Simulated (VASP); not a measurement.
Here is a VASP 6.6.1 calculation.

INCAR

```
  PREC = Accurate
  ENCUT = 500
  EDIFF = 1E-6
  ISMEAR = 0
  SIGMA = 0.1
  LREAL = F
  LASPH = T
  NELM = 120
  ALGO = Normal
  ISIF = 2
  LWAVE = F
  LCHARG = F
  GGA = PS
  NBANDS = 11
  GGA_COMPAT = F
```

Contents of KPOINTS:

```
Automatic mesh
0
Gamma
  18 18 18
```

Contents of POSCAR:

```
Pd
1.0
   -1.5417549778      1.5417549778      1.5417549778
    1.5417549778     -1.5417549778      1.5417549778
    1.5417549778      1.5417549778     -1.5417549778
Pd
1
Direct
    0.0000000000      0.0000000000      0.0000000000
```

Potentials or basis: VASP PAW PBE potentials, release 64 (Pd).

Launch:

```sh
$ cat potpaw_PBE.64/Pd/POTCAR > POTCAR
$ mpirun -np 1 vasp_std > vasp.out
```

What does it give for the band gap on the k mesh?

Zero (bands 5 and 6 overlap by 1.68 eV).

Estimate the pressure.

-0.3 GPa.

Caveat: the PAW data sets were made with another functional, which shifts forces and pressure a little.
